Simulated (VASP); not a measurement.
# Al (Fd-3m) in VASP: a series of runs, part 2 of 2

VASP 6.6.1.

### Step 4. Single point, PBE (30.96 Å³/atom)

This run uses another cell than the first one, of 30.96 Å³/atom.

INCAR reads:

```
SYSTEM = Al
PREC = Accurate ; ENCUT = 520
EDIFF = 1E-6 ; ISMEAR = -1
SIGMA = 0.1 ; LREAL = .False.
LASPH = .True. ; NELM = 80
ALGO = Normal ; ISIF = 2
LWAVE = .False. ; LCHARG = .False.
GGA = PE ; NBANDS = 10
```

KPOINTS reads:

```
regular mesh
0
Gamma
  15 15 15
  0 0 0
```

POSCAR reads:

```
Al
1.0
    0.0000000000      3.1400121364      3.1400121364
    3.1400121364      0.0000000000      3.1400121364
    3.1400121364      3.1400121364      0.0000000000
Al
2
Direct
    0.1250000000      0.1250000000      0.1250000000
    0.8750000000      0.8750000000      0.8750000000
```

Potentials or basis: VASP PAW PBE potentials, release 64 (Al).

The run is started by

```bash
cat potpaw_PBE.64/Al/POTCAR > POTCAR
mpirun -np 1 vasp_std > vasp.out
```

OUTCAR:

```text
SYSTEM = Al
   PREC = Accurate
   ENCUT = 520
   EDIFF = 1E-6
   ISMEAR = -1
   LREAL = .False.
   LASPH = .True.
   NELM = 80
   ISIF = 2
   GGA = PE

 ion  position               nearest neighbor table
   1  0.125  0.125  0.125-   2 2.72   2 2.72   2 2.72   2 2.72
   2  0.875  0.875  0.875-   1 2.72   1 2.72   1 2.72   1 2.72

  LATTYP: Found a face centered cubic cell.
 ALAT       =     6.2800242728

  Lattice vectors:

 A1 = (   0.0000000000,   3.1400121364,   3.1400121364)
 A2 = (   3.1400121364,   0.0000000000,   3.1400121364)
 A3 = (   3.1400121364,   3.1400121364,   0.0000000000)

Analysis of symmetry for initial positions (statically):
=====================================================================
 Subroutine PRICEL returns:
 Original cell was already a primitive cell.

 Routine SETGRP: Setting up the symmetry group for a
 face centered cubic supercell.

 Subroutine GETGRP returns: Found 48 space group operations
 (whereof 12 operations were pure point group operations)
 out of a pool of 48 trial point group operations.

The static configuration has the point symmetry D_3d.
 The point group associated with its full space group is O_h .

Analysis of symmetry for dynamics (positions and initial velocities):
=====================================================================
 Subroutine PRICEL returns:
 Original cell was already a primitive cell.

 Routine SETGRP: Setting up the symmetry group for a
 face centered cubic supercell.

 Subroutine GETGRP returns: Found 48 space group operations
 (whereof 12 operations were pure point group operations)
 out of a pool of 48 trial point group operations.

The dynamic configuration has the point symmetry D_3d.
 The point group associated with its full space group is O_h .

 Subroutine INISYM returns: Found 48 space group operations
 (whereof 12 operations are pure point group operations),
[... 113 lines left out ...]
   IALGO  =     38    algorithm
   IMIX   =      4    mixing-type and parameters
     AMIX     =   0.40;   BMIX     =  1.00
     AMIX_MAG =   1.60;   BMIX_MAG =  1.00
  volume/ion in A,a.u.               =      30.96       208.93
  Fermi-wavevector in a.u.,A,eV,Ry     =   0.751941  1.420963  7.692947  0.565416
  Thomas-Fermi vector in A             =   1.849038
   LORBIT       =      0    0 simple, 1 ext, 2 COOP (PROOUT), +10 PAW based schemes
   GGA     = PE    functional components
   LHFCALC =     F    Hartree Fock is set to
   AEXX    =    0.0000 exact exchange contribution
   IVDW    =     0    specifies the selected vdW correction
   LEPSILON=     F    determine dielectric tensor
   LRPA    =     F    only Hartree local field effects (RPA)
 non-spin polarized calculation
  energy-cutoff  :      520.00
  volume of cell :       61.92
 maximum number of plane-waves:      1690
 NGX is ok and might be reduce to    36
   NGX = 17   NGY = 17   NGZ = 17

 number of electron       6.0000000 magnetization

 Free energy of the ion-electron system (eV)
  ---------------------------------------------------
  ext. energy  EPLUGINS =         0.00000000
  ---------------------------------------------------
  free energy    TOTEN  =        -5.95050913 eV

  energy without entropy =       -5.89234774  energy(sigma->0) =       -5.92142844

 E-fermi :   2.1057     XC(G=0):  -7.7595

 val. band max:        2.0946992777   @ k =   0.3333   0.3333   0.0000
 cond. band min:       2.1180606195   @ k =   0.4667   0.3333   0.1333
 fundamental gap:      0.0233613418
 Fermi energy:         2.1056655351

 k-point     1 :       0.0000    0.0000    0.0000
  band No.  band energies     occupation
      1      -5.2962      2.00000
      2       4.0061      0.00000
      3       4.0061      0.00000
      4       4.0061      0.00000
      5       5.8340      0.00000
      6       5.8340      0.00000
      7       5.8340      0.00000
      8       6.1419      0.00000
      9       9.3696      0.00000
     10       9.7181      0.00000
[... 287 lines left out ...]
 k-point    24 :       0.2000    0.1333    0.0000
  band No.  band energies     occupation
      1      -4.8983      2.00000
      2       2.0838      1.10911
      3       3.0612      0.00014
      4       3.1090      0.00009
      5       5.2536      0.00000
      6       6.7827      0.00000
      7       7.2076      0.00000
      8       7.3257      0.00000
      9       8.9045      0.00000
     10      10.0276      0.00000

 [... further k-points ...]
[... 5 lines left out ...]
  --------------------------------------------------------------------------------------
  -------------------------------------------------------------------------------------
  Total       -1.2774540     -1.2774540     -1.2774540      0.0000000      0.0000000      0.0000000
  in kB      -33.0545971    -33.0545971    -33.0545971      0.0000000      0.0000000      0.0000000
  external PRESSURE =     -33.0545971 kB  Pullay stress =       0.0000000 kB

 VOLUME and BASIS-vectors are now :
 -----------------------------------------------------------------------------
  energy-cutoff  :      520.00
  volume of cell :       61.92
      direct lattice vectors                 reciprocal lattice vectors
     0.000000000  3.140012136  3.140012136    -0.159235053  0.159235053  0.159235053
     3.140012136  0.000000000  3.140012136     0.159235053 -0.159235053  0.159235053
     3.140012136  3.140012136  0.000000000     0.159235053  0.159235053 -0.159235053

 POSITION                                       TOTAL-FORCE (eV/Angst)
 -----------------------------------------------------------------------------------
      0.78500      0.78500      0.78500         0.000000      0.000000      0.000000
      5.49502      5.49502      5.49502        -0.000000     -0.000000     -0.000000
 -----------------------------------------------------------------------------------
    total drift:                               -0.000000      0.000000      0.000000

  FREE ENERGIE OF THE ION-ELECTRON SYSTEM (eV)
  ---------------------------------------------------
  free  energy   TOTEN  =        -5.9505091274 eV

  energy  without entropy=       -5.8923477441  energy(sigma->0) =       -5.92142844
```

OSZICAR:

```text
N       E                     dE             d eps       ncg     rms          rms(c)
DAV:   1     0.540707700778E+00    0.54071E+00   -0.19478E+03  2400   0.434E+02
DAV:   2    -0.577115571546E+01   -0.63119E+01   -0.60807E+01  3120   0.457E+01
DAV:   3    -0.593465369616E+01   -0.16350E+00   -0.16053E+00  3026   0.659E+00
DAV:   4    -0.593674406239E+01   -0.20904E-02   -0.20898E-02  2990   0.833E-01
DAV:   5    -0.593679066669E+01   -0.46604E-04   -0.46604E-04  2872   0.120E-01    0.139E+00
DAV:   6    -0.594577903152E+01   -0.89884E-02   -0.12525E-03  2846   0.217E-01    0.870E-01
DAV:   7    -0.595038174620E+01   -0.46027E-02   -0.34187E-03  2688   0.366E-01    0.954E-02
DAV:   8    -0.595049964157E+01   -0.11790E-03   -0.15354E-04  2814   0.598E-02    0.206E-02
DAV:   9    -0.595050898829E+01   -0.93467E-05   -0.15680E-05  3034   0.201E-02    0.654E-03
DAV:  10    -0.595050912738E+01   -0.13909E-06   -0.54538E-07  2006   0.515E-03
   1 F= -.59505091E+01 E0= -.59214284E+01  d E =-.581614E-01
```

stdout:

```text
POSCAR found type information on POSCAR Al
 POSCAR found :  1 types and       2 ions
 scaLAPACK will be used
 LDA part: xc-table for (Slater+PW92), standard interpolation
 POSCAR, INCAR and KPOINTS ok, starting setup
 FFT: planning ... GRIDC
 FFT: planning ... GRID_SOFT
 FFT: planning ... GRID
 WAVECAR not read
 entering main loop
```

It took 30 s on 1 thread of Intel Xeon Platinum 8488C (Sapphire Rapids), shared host; peak memory 0.22 GiB.

Results:

| Quantity | Value |
| --- | --- |
| Free energy | -5.9505 eV |
| Pressure | -3.3 GPa |
| Band gap on the k mesh | zero (bands 3 and 4 overlap by 2.86 eV) |

Caveat: the cell stands under tension.

### Step 5. Summary

```csv
cell,gap on the mesh (eV),pressure (GPa)
"a = 4.332 Å, angles 60.0°, 2 atoms",none,-1.3
"a = 4.387 Å, angles 60.0°, 2 atoms",none,-2.4
"a = 4.441 Å, angles 60.0°, 2 atoms",none,-3.3
```

Alike in all rows: task single point; level PBE; potentials or basis VASP PAW PBE potentials, release 64 (Al); no spin polarisation; k mesh 15 × 15 × 15; cutoff (eV) 520; smearing fermi-dirac 0.1 eV.

Caveats: the cell stands under tension (at least some runs).

Absolute energies hang on the potentials; compare differences alone.
